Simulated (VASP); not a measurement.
Input of a VASP 6.6.1 run:

INCAR

```
PREC     = Accurate       # precision mode
ENCUT    = 520            # plane-wave cutoff, eV
EDIFF    = 1E-6           # SCF threshold, eV
ISMEAR   = 0              # smearing method
SIGMA    = 0.02           # smearing width, eV
LREAL    = Auto         
LASPH    = True           # aspherical terms in the spheres
NELM     = 60             # most SCF steps
ALGO     = Normal         # electronic algorithm
ISIF     = 2              # what is computed and relaxed
LWAVE    = False          # write WAVECAR
LCHARG   = False          # write CHGCAR
GGA      = PE             # functional
IVDW     = 12             # dispersion correction
NBANDS   = 182            # bands
NELECT   = 312.0        
LUSENCCL = False
```

KPOINTS

```
regular mesh
0
Gamma
  2 2 2
```

Contents of POSCAR:

```
Ba8Ti8O23
1.0
    7.9800000000      0.0000000000      0.0000000000
    0.0000000000      5.6690000000      5.6820000000
    0.0000000000     -5.6690000000      5.6820000000
Ba Ti O
8 8 23
Direct
    0.0043611529     -0.0009492838     -0.0053599383
    0.0041641604      0.0005777228      0.5060206581
    0.0065449875      0.5012439377     -0.0056874435
    0.0049872180      0.4994045605      0.5037564744
    0.4916265664     -0.0009177321     -0.0048325319
    0.4939807018      0.0012526330      0.5057971734
    0.4905012531      0.5026391481     -0.0055361914
    0.4936195489      0.5028588503      0.5049377002
    0.2587107769      0.2592569557      0.2554843326
    0.2418739348      0.2550183252      0.7557685457
    0.2403776942      0.7550786652      0.2567747315
    0.2415196742      0.7563038022      0.7565031319
    0.7562911028      0.2276265929      0.2478111051
    0.7435541353      0.2654607462      0.7636207392
    0.7456429825      0.7703737533      0.2574250851
    0.7425726817      0.7575866615      0.7607542396
   -0.0087329574      0.2502701262      0.2354459949
    0.2496483709      0.2419540524      0.4873500658
    0.2492216792      0.4900146334      0.2430689639
    0.0004745614      0.2440974282      0.7410840220
    0.2491562657      0.2425347641      0.9862225397
    0.2522058897      0.4905349034      0.7447162405
   -0.0038095238      0.7343945218      0.2430602477
    0.2520312030      0.7470486632      0.4887403196
    0.2487769424      0.9857871187      0.2419550496
    0.0064256892      0.7453924052      0.7439852787
    0.2522614035      0.7450646852      0.9901352444
    0.2525917293      0.9918428369      0.7440737418
    0.4984291980      0.2490910851      0.2359302102
    0.7465966165      0.2906015338      0.4627684063
    0.5085533835      0.2445520843      0.7407916327
    0.7474431078      0.2626395121      0.9979152221
    0.7534466165      0.4943192900      0.7479799004
    0.5141363409      0.7322606290      0.2430461291
    0.7541954887      0.7355457879      0.4840585768
    0.7489538847      0.9984637930      0.2552681676
    0.5073923559      0.7457940062      0.7447103936
    0.7537180451      0.7403213812      0.9979232510
    0.7534398496      0.9916447674      0.7430958169
```

Potentials or basis: VASP PAW PBE potentials, release 64 (Ba_sv, Ti_sv, O).

The run is started by

```sh
$ cat potpaw_PBE.64/Ba_sv/POTCAR potpaw_PBE.64/Ti_sv/POTCAR potpaw_PBE.64/O/POTCAR > POTCAR
$ mpirun -np 1 vasp_std > vasp.out
```

Q: What does it give for the largest force?

A: 0.603 eV/Å.

Q: What does it give for the dispersion energy per atom?

A: -0.265 eV.

Forces on the atoms (eV/Å):
```
Ba  -0.062  0.011  0.020
Ba  -0.060  0.058 -0.036
Ba  -0.041 -0.018 -0.022
Ba  -0.012  0.025 -0.035
Ba   0.074  0.009  0.001
Ba   0.071  0.041 -0.044
Ba   0.057 -0.009 -0.033
Ba   0.032  0.023 -0.048
Ti  -0.056  0.034 -0.050
Ti   0.043 -0.004 -0.068
Ti   0.019  0.005 -0.070
Ti   0.061  0.022 -0.041
Ti  -0.086  0.027  0.022
Ti   0.031  0.030 -0.137
Ti   0.028  0.034 -0.104
Ti   0.063  0.007 -0.062
O    0.006  0.031  0.108
O    0.006  0.008  0.041
O    0.006  0.027  0.052
O   -0.014 -0.012  0.048
O    0.006 -0.035  0.082
O   -0.008  0.059  0.023
O   -0.026  0.028  0.018
O   -0.006 -0.017  0.028
O    0.009  0.065  0.082
O   -0.053  0.018  0.000
O   -0.012 -0.002  0.040
O   -0.014  0.033  0.031
O    0.096  0.038  0.101
O    0.008 -0.599 -0.068
O   -0.061 -0.023  0.048
O    0.004 -0.047 -0.007
O   -0.011  0.045  0.030
O   -0.040  0.024  0.013
O   -0.003 -0.009  0.006
O    0.008  0.057 -0.056
O   -0.050  0.018  0.000
O   -0.004 -0.031  0.040
O   -0.012  0.025  0.047
```

Caveat: the cell carries a net charge on a neutralising background, which shifts energy and pressure.
